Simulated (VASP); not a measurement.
Wanted: the native input for a VASP 6.6.1 run.

```
Task                   : single point
Functional             : PBE
Potentials or basis    : VASP PAW PBE potentials, release 64 (Zn, Ga_d, O)
Cutoff                 : 520 eV
k mesh                 : 12 × 12 × 2
Occupations            : gaussian, width 0.1 eV
Spin                   : no spin polarisation
Dipole correction      : no
Further INCAR settings : ALGO = Normal; EDIFF = 1e-06; NBANDS = 47
```

The structure of ZnGa4O2 lies in POSCAR:

```
ZnGa4O2
1.0
    3.0052471380      0.0000000000      0.0000000000
   -1.5026235690      2.6026203662      0.0000000000
    0.0000000000      0.0000000000     15.6316251017
Zn Ga O
1 4 2
Direct
    0.0000000000      0.0000000000      0.5000000000
    0.3333333333      0.6666666667      0.3552400685
    0.6666666667      0.3333333333      0.6447599315
    0.6666666667      0.3333333333      0.9197726641
    0.3333333333      0.6666666667      0.0802273359
    0.0000000000      0.0000000000      0.3008630995
    0.0000000000      0.0000000000      0.6991369005
```

The cell was generated, and may not be a known phase.

One way to write it, as run:

INCAR

```
  PREC = Accurate
  ENCUT = 520
  EDIFF = 1E-6
  ISMEAR = 0
  SIGMA = 0.1
  LREAL = False
  LASPH = True
  NELM = 60
  ALGO = Normal
  ISIF = 2
  LWAVE = False
  LCHARG = False
  GGA = PE
  NBANDS = 47
```

KPOINTS

```
regular mesh
0
Gamma
  12 12 2
```

Potentials or basis: VASP PAW PBE potentials, release 64 (Zn, Ga_d, O).

Launch:

```console
$ cat potpaw_PBE.64/Zn/POTCAR potpaw_PBE.64/Ga_d/POTCAR potpaw_PBE.64/O/POTCAR > POTCAR
$ mpirun -np 1 vasp_std > vasp.out
```

It gave:

```yaml
Pressure: 0.3 GPa
Largest_force: 0.061 eV/Å
Band_gap_on_the_k_mesh: zero (bands 38 and 39 overlap by 1.94 eV)
```

Run time: 2 min on 1 thread of Intel(R) Xeon(R) 6975P-C (Granite Rapids), on a shared host, peak memory 0.36 GiB.
